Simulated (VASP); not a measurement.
Here is a VASP 6.6.1 calculation.

POSCAR

```
TiAl2
1.0
    1.9693858400     -6.0785826400      0.0000000000
    1.9693858400      6.0785826400      0.0000000000
    0.0000000000      0.0000000000      4.0182519400
Ti Al
2 4
Direct
    0.6563295800      0.3436704200      0.0000000000
    0.3436704200      0.6563295800      0.0000000000
    0.0000000000      0.0000000000      0.0000000000
    0.8272774430      0.1727225570      0.5000000000
    0.1727225570      0.8272774430      0.5000000000
    0.5000000000      0.5000000000      0.5000000000
```

INCAR.step1

```
SYSTEM = TiAl2
PREC = Accurate
ENCUT = 520
ISMEAR = -1
SIGMA = 0.1
LREAL = .False.
LASPH = .True.
NELM = 100
NBANDS = 27
GGA = PE
ALGO = Normal
EDIFF = 1E-4
LWAVE = .True.
LCHARG = .False.
```

INCAR.step2

```
SYSTEM = TiAl2
PREC = Accurate
ENCUT = 520
EDIFF = 1E-7
ISMEAR = -1
SIGMA = 0.1
LREAL = .False.
LASPH = .True.
NELM = 100
ALGO = Normal
ISIF = 2
LWAVE = .False.
LCHARG = .True.
METAGGA = R2SCAN
LMIXTAU = .True.
LELF = .True.
LVHAR = .True.
NBANDS = 27
ISTART = 1
```

File KPOINTS:

```
Automatic mesh
0
Gamma
  8 8 8
  0 0 0
```

Potentials or basis: VASP PAW PBE potentials, release 64 (Ti_sv, Al).

Run with:

```console
$ cat potpaw_PBE.64/Ti_sv/POTCAR potpaw_PBE.64/Al/POTCAR > POTCAR
$ cp INCAR.step1 INCAR
$ mpirun -np 1 vasp_std > vasp.out
$ cp INCAR.step2 INCAR
$ mpirun -np 1 vasp_std > vasp.out
```

Problem. Predict the pressure.

Solution. -2.3 GPa.

Problem. Predict the band gap on the k mesh.

Solution. Zero (bands 18 and 19 overlap by 1.76 eV).

Problem. Estimate the largest force.

Solution. 0.005 eV/Å.

Forces in eV/Å, atoms in the order of the input:
```
Ti   0.000  0.001  0.000
Ti   0.000 -0.001  0.000
Al   0.000  0.000  0.000
Al   0.000 -0.005  0.000
Al   0.000  0.005  0.000
Al   0.000  0.000  0.000
```

Caveat: the PAW data sets were made with another functional, which shifts forces and pressure a little.
